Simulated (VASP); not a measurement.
TaGe3Ru, 5 atoms in the cell. It takes space group P4mm (No. 99, tetragonal). The conventional cell has a = 3.697 Å, b = 3.697 Å, c = 6.835 Å, α = 90.00°, β = 90.00°, γ = 90.00°. Within 3.7 Å of Ta (site symmetry 4mm) lie 8 Ge at 2.71 to 2.77 Å and 4 Ta at 3.70 Å. Within 3.2 Å of Ge (site symmetry 2mm) lie 2 Ru at 2.45 Å and 4 Ge at 2.61 Å and 2 Ta at 2.77 Å. Ge (site symmetry 4mm) has 1 Ru at 2.44 Å and 4 Ta at 2.71 Å within 3.2 Å. Ru (site symmetry 4mm) has 5 Ge at 2.44 to 2.45 Å within 3.2 Å. The cell was built from a structure type or drawn by symmetry, and may not be a known phase.

| Property | Result |
| --- | --- |
| Program | VASP 6.6.1 |
| Task | single point |
| Functional | PBE |
| Potentials or basis | VASP PAW PBE potentials, release 64 (Ta_pv, Ge_d, Ru_pv) |
| Cutoff | 520 eV |
| k mesh | 6 × 6 × 4 |
| Occupations | gaussian, width 0.1 eV |
| Spin | no spin polarisation |
| Dipole correction | no |
| Further INCAR settings | ALGO = Normal; EDIFF = 1e-06; NBANDS = 42 |

Potentials or basis: VASP PAW PBE potentials, release 64 (Ta_pv, Ge_d, Ru_pv).

Run with:

```console
$ cat potpaw_PBE.64/Ta_pv/POTCAR potpaw_PBE.64/Ge_d/POTCAR potpaw_PBE.64/Ru_pv/POTCAR > POTCAR
$ mpirun -np 1 vasp_std > vasp.out
```

Hardware: 1 thread of Intel(R) Xeon(R) 6975P-C (Granite Rapids), with other jobs on the host.

How long does it take, and how much memory?

It took 46 s on 1 thread of Intel(R) Xeon(R) 6975P-C (Granite Rapids), on a shared host, peak memory 0.25 GiB. Counts: scf iterations 14, k points 30.
